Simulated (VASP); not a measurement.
# Lu5N (P6/mmm) in VASP: single point with PBE

Aim: the single point of Lu5N with PBE.

Everything below comes from runs of VASP 6.6.1. Logs are shortened: lines on timing, memory, paths and dates and some standing lists are left out, and cuts for length are marked.

## (1) The cell of the first run

The structure is hexagonal, space group P6/mmm (No. 191). Conventional cell: a = 4.436 Å, b = 4.436 Å, c = 9.128 Å, α = 90.00°, β = 90.00°, γ = 120.00°. Within 3.4 Å of Lu (site symmetry 3m) lie 4 Lu at 2.56 to 2.82 Å and 3 N at 2.92 Å. Lu (site symmetry 6/mmm) has 18 Lu at 4.06 to 4.44 Å and 2 N at 4.56 Å within 5.3 Å. N (site symmetry 6/mmm) has 12 Lu at 2.92 Å within 3.9 Å.

The cell was generated, and may not be a known phase.

## (2) Single point, PBE

Input file INCAR:

```
SYSTEM = Lu5N
PREC     = Accurate       ! precision mode
ENCUT    = 520            ! plane-wave cutoff, eV
EDIFF    = 1E-6           ! SCF threshold, eV
ISMEAR   = 0              ! smearing method
SIGMA    = 0.1            ! smearing width, eV
LREAL    = .False.        ! projectors in reciprocal space
LASPH    = .True.         ! aspherical terms in the spheres
NELM     = 80             ! most SCF steps
ALGO     = Normal         ! electronic algorithm
ISIF     = 2              ! what is computed and relaxed
LWAVE    = .False.        ! write WAVECAR
LCHARG   = .False.        ! write CHGCAR
GGA      = PE             ! functional
NBANDS   = 74             ! bands
```

Input file KPOINTS:

```
Automatic mesh
0
Gamma
  6 6 2
  0 0 0
```

Input file POSCAR:

```
Lu5N
1.0
    4.4361997600      0.0000000000      0.0000000000
   -2.2180998800      3.8418616900      0.0000000000
    0.0000000000      0.0000000000      9.1280703900
Lu N
5 1
Direct
    0.3333333300      0.6666666700      0.1547270300
    0.6666666700      0.3333333300      0.1547270300
    0.6666666700      0.3333333300      0.8452729700
    0.3333333300      0.6666666700      0.8452729700
    0.0000000000      0.0000000000      0.5000000000
    0.0000000000      0.0000000000      0.0000000000
```

Potentials or basis: VASP PAW PBE potentials, release 64 (Lu, N).

On the command line:

```console
> cat potpaw_PBE.64/Lu/POTCAR potpaw_PBE.64/N/POTCAR > POTCAR
> mpirun -np 1 vasp_std > vasp.out
```

OUTCAR:

```text
SYSTEM = Lu5N
   PREC = Accurate
   ENCUT = 520
   EDIFF = 1E-6
   ISMEAR = 0
   LREAL = .False.
   LASPH = .True.
   NELM = 80
   ISIF = 2
   GGA = PE

 ion  position               nearest neighbor table
   1  0.333  0.667  0.155-   2 2.56   2 2.56   2 2.56   4 2.82
   2  0.667  0.333  0.155-   1 2.56   1 2.56   1 2.56   3 2.82
   3  0.667  0.333  0.845-   4 2.56   4 2.56   4 2.56   2 2.82
   4  0.333  0.667  0.845-   3 2.56   3 2.56   3 2.56   1 2.82
   5  0.000  0.000  0.500-
   6  0.000  0.000  0.000-

  LATTYP: Found a hexagonal cell.
 ALAT       =     4.4361997600
 C/A-ratio  =     2.0576328578

  Lattice vectors:

 A1 = (   4.4361997600,   0.0000000000,   0.0000000000)
 A2 = (  -2.2180998800,   3.8418616900,   0.0000000000)
 A3 = (   0.0000000000,   0.0000000000,   9.1280703900)

Analysis of symmetry for initial positions (statically):
=====================================================================
 Subroutine PRICEL returns:
 Original cell was already a primitive cell.

 Routine SETGRP: Setting up the symmetry group for a
 hexagonal supercell.

 Subroutine GETGRP returns: Found 24 space group operations
 (whereof 24 operations were pure point group operations)
 out of a pool of 24 trial point group operations.

The static configuration has the point symmetry D_6h.

Analysis of symmetry for dynamics (positions and initial velocities):
=====================================================================
 Subroutine PRICEL returns:
 Original cell was already a primitive cell.

 Routine SETGRP: Setting up the symmetry group for a
 hexagonal supercell.

 Subroutine GETGRP returns: Found 24 space group operations
 (whereof 24 operations were pure point group operations)
 out of a pool of 24 trial point group operations.

The dynamic configuration has the point symmetry D_6h.

 Subroutine INISYM returns: Found 24 space group operations
 (whereof 24 operations are pure point group operations),
 and found     1 'primitive' translations

----------------------------------------------------------------------------------------

                                     Primitive cell

  volume of cell :     155.5721

  direct lattice vectors                    reciprocal lattice vectors
     4.436199760  0.000000000  0.000000000     0.225418163  0.130145237  0.000000000
    -2.218099880  3.841861690  0.000000000     0.000000000  0.260290474  0.000000000
[... 83 lines left out ...]
   LREAL  =      F    real-space projection
   EDIFFG = 0.1E-04   stopping-criterion for IOM
   NSW    =      0    number of steps for IOM
   IBRION =     -1    ionic relax: 0-MD 1-quasi-New 2-CG
   NFREE  =      0    steps in history (QN), initial steepest desc. (CG)
   ISIF   =      2    stress and relaxation
   ISYM   =      2    0-nonsym 1-usesym 2-fastsym
   POTIM  = 0.5000    time-step for ionic-motion
   TEBEG  =    0.0;   TEEND  =   0.0 temperature during run
   PSTRESS=    0.0 pullay stress
   NELECT =     130.0000    total number of electrons
   NUPDOWN=      -1.0000    fix difference up-down
   EMIN   =  10.00;   EMAX   =-10.00  energy-range for DOS
   EFERMI =   0.00;   METHOD = LEGACY
   ISMEAR =     0;   SIGMA  =   0.10  broadening in eV -4-tet -1-fermi 0-gaus
   EFERMI_NEDOS =   21; number of points for ismear=-14 and -15
   IALGO  =     38    algorithm
   IMIX   =      4    mixing-type and parameters
     AMIX     =   0.40;   BMIX     =  1.00
     AMIX_MAG =   1.60;   BMIX_MAG =  1.00
  volume/ion in A,a.u.               =      25.93       174.98
  Fermi-wavevector in a.u.,A,eV,Ry     =   1.541980  2.913919 32.350595  2.377702
  Thomas-Fermi vector in A             =   2.647849
   LORBIT       =      0    0 simple, 1 ext, 2 COOP (PROOUT), +10 PAW based schemes
   GGA     = PE    functional components
   LHFCALC =     F    Hartree Fock is set to
   AEXX    =    0.0000 exact exchange contribution
   IVDW    =     0    specifies the selected vdW correction
   LEPSILON=     F    determine dielectric tensor
   LRPA    =     F    only Hartree local field effects (RPA)
 non-spin polarized calculation
 Gauss-broadening in eV      SIGMA  =   0.10
  energy-cutoff  :      520.00
  volume of cell :      155.57
 maximum number of plane-waves:      4206
 NGX is ok and might be reduce to    36
   NGX = 17   NGY = 17   NGZ = 33

 number of electron     129.9999969 magnetization

 Free energy of the ion-electron system (eV)
  ---------------------------------------------------
  ext. energy  EPLUGINS =         0.00000000
  ---------------------------------------------------
  free energy    TOTEN  =       -20.24262169 eV

  energy without entropy =      -20.18372551  energy(sigma->0) =      -20.21317360

 E-fermi :   2.1244     XC(G=0): -10.4450

 val. band max:        2.1081907848   @ k =   0.3333   0.0000   0.0000
 cond. band min:       2.1283160839   @ k =   0.3333   0.1667   0.5000
 fundamental gap:      0.0201252991
 Fermi energy:         2.1244307382

 k-point     1 :       0.0000    0.0000    0.0000
  band No.  band energies     occupation
      1     -55.6629      2.00000
      2     -54.6322      2.00000
      3     -54.5696      2.00000
      4     -54.1149      2.00000
      5     -54.0574      2.00000
      6     -26.3012      2.00000
[... 1067 lines left out ...]
     73       3.6338      0.00000
     74       4.8959      0.00000

------------------------ aborting loop because EDIFF is reached ----------------------------------------

  FORCE on cell =-STRESS in cart. coord.  units (eV):
  Direction    XX          YY          ZZ          XY          YZ          ZX
  --------------------------------------------------------------------------------------
  -------------------------------------------------------------------------------------
  Total       10.7680313     10.7680313     -6.9196696     -0.0000000      0.0000000      0.0000000
  in kB      110.8957985    110.8957985    -71.2630066     -0.0000000      0.0000000      0.0000000
  external PRESSURE =      50.1761968 kB  Pullay stress =       0.0000000 kB

 VOLUME and BASIS-vectors are now :
 -----------------------------------------------------------------------------
  energy-cutoff  :      520.00
  volume of cell :      155.57
      direct lattice vectors                 reciprocal lattice vectors
     4.436199760  0.000000000  0.000000000     0.225418163  0.130145237  0.000000000
    -2.218099880  3.841861690  0.000000000     0.000000000  0.260290474  0.000000000
     0.000000000  0.000000000  9.128070390     0.000000000  0.000000000  0.109552179

 POSITION                                       TOTAL-FORCE (eV/Angst)
 -----------------------------------------------------------------------------------
     -0.00000      2.56124      1.41236        -0.000000      0.000000      0.868755
      2.21810      1.28062      1.41236         0.000000     -0.000000      0.868755
      2.21810      1.28062      7.71571         0.000000     -0.000000     -0.868755
     -0.00000      2.56124      7.71571        -0.000000      0.000000     -0.868755
      0.00000      0.00000      4.56404         0.000000      0.000000      0.000000
      0.00000      0.00000      0.00000         0.000000      0.000000      0.000000
 -----------------------------------------------------------------------------------
    total drift:                                0.000000     -0.000000      0.000000

  FREE ENERGIE OF THE ION-ELECTRON SYSTEM (eV)
  ---------------------------------------------------
  free  energy   TOTEN  =       -20.2426216889 eV

  energy  without entropy=      -20.1837255077  energy(sigma->0) =      -20.21317360
```

stdout:

```text
POSCAR found type information on POSCAR LuN
 POSCAR found :  2 types and       6 ions
 scaLAPACK will be used
 LDA part: xc-table for (Slater+PW92), standard interpolation
 POSCAR, INCAR and KPOINTS ok, starting setup
 FFT: planning ... GRIDC
 FFT: planning ... GRID_SOFT
 FFT: planning ... GRID
 WAVECAR not read
 entering main loop
```

Run time: 3.8 min. Hardware: 1 thread of Intel Xeon Platinum 8259CL at 2.50GHz (Skylake/Cascade Lake), shared host; peak memory 0.36 GiB.

What came out:

```yaml
Free_energy: -20.2426 eV
Pressure: 5.0 GPa
Largest_force: 0.869 eV/Å
Band_gap_on_the_k_mesh: zero (bands 65 and 66 overlap by 1.07 eV)
```

Forces on the atoms (eV/Å):
```
Lu   0.000  0.000  0.869
Lu   0.000  0.000  0.869
Lu   0.000  0.000 -0.869
Lu   0.000  0.000 -0.869
Lu   0.000  0.000  0.000
N    0.000  0.000  0.000
```

Stress tensor (GPa, compression positive):
```
11.09  0.00  0.00
 0.00 11.09  0.00
 0.00  0.00 -7.13
```

Caveat: the stress differs along the axes, from -7 to 11 GPa; spin-orbit coupling is left out, which moves the levels of the heavy elements.

The gap in the log of VASP goes by the Fermi energy; the results here count the filled bands.